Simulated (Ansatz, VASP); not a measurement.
# Two plane-wave programs on In2BiSb

```
Sb In Bi
1.0
     4.71290    0.00000    0.00000
     0.00000    4.71290    0.00000
     0.00000    0.00000    6.64201
Sb In Bi
1 2 1
Cartesian
  0.0000 0.0000 0.0000
  0.0000 2.3565 5.0254
  2.3565 0.0000 1.6166
  2.3565 2.3565 3.3210
```

Alike in both runs: task single point; functional PBE; k mesh 4 × 4 × 4; occupations methfessel-paxton of order 1, width 0.2 eV; no spin polarisation.

|  | VASP | Ansatz |
| --- | --- | --- |
| version | VASP 6.6.1 | Ansatz 0.2.0 |
| potentials or method | VASP PAW PBE potentials, release 64 (Sb, In_d, Bi_d) | plane waves |
| plane-wave cutoff (eV) | 520 | 420 |
| valence electrons in the cell | 46 | 56 |

Ansatz gave:

```
pressure (GPa)                     : 1.6
rms of the force components (eV/Å) : 0.007
```

Question: What did VASP give for the same quantities?

Answer: Pressure (GPa): 1.5; rms of the force components (eV/Å): 0.008.

VASP's potentials hold 46 valence electrons a cell and Ansatz's 56, so a difference there can come from the potentials and not from the codes.

Spin-orbit coupling is off throughout.
